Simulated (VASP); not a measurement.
Bi2Te3, 5 atoms in the cell. It takes space group R3m (No. 160, trigonal). Conventional cell: a = 4.417 Å, b = 4.417 Å, c = 29.840 Å, α = 90.00°, β = 90.00°, γ = 120.00°. Bi (site symmetry 3m) has 3 Te at 3.03 Å and 3 Bi at 3.43 Å within 4.0 Å. Within 4.7 Å of Bi (site symmetry 3m) lie 9 Te at 3.27 to 4.68 Å and 9 Bi at 3.43 to 4.42 Å. Te (site symmetry 3m) has 6 Te at 3.04 to 3.45 Å within 4.0 Å. Te (site symmetry 3m) has 3 Bi at 3.03 Å and 3 Te at 3.45 Å within 4.0 Å. Te (site symmetry 3m) has 3 Te at 3.04 Å and 3 Bi at 3.27 Å within 4.0 Å. 

| Item | Value |
| --- | --- |
| Program | VASP 6.6.1 |
| Task | single point |
| Functional | PBE |
| Potentials or basis | VASP PAW PBE potentials, release 64 (Bi_d, Te) |
| Cutoff | 520 eV |
| k mesh | 12 × 12 × 12 |
| Occupations | gaussian, width 0.1 eV |
| Spin | no spin polarisation |
| Dipole correction | no |
| Further INCAR settings | ALGO = Normal; EDIFF = 1e-06; NBANDS = 32 |

Potentials or basis: VASP PAW PBE potentials, release 64 (Bi_d, Te).

Launch:

```console
$ cat potpaw_PBE.64/Bi_d/POTCAR potpaw_PBE.64/Te/POTCAR > POTCAR
$ mpirun -np 1 vasp_std > vasp.out
```

Hardware: 1 thread of Intel(R) Xeon(R) 6975P-C (Granite Rapids), on a shared host.

Q: Estimate the wall time of this run.

A: Run time: 39 min on 1 thread of Intel(R) Xeon(R) 6975P-C (Granite Rapids), on a shared host, peak memory 1.5 GiB. Counts: scf iterations 13, k points 189.
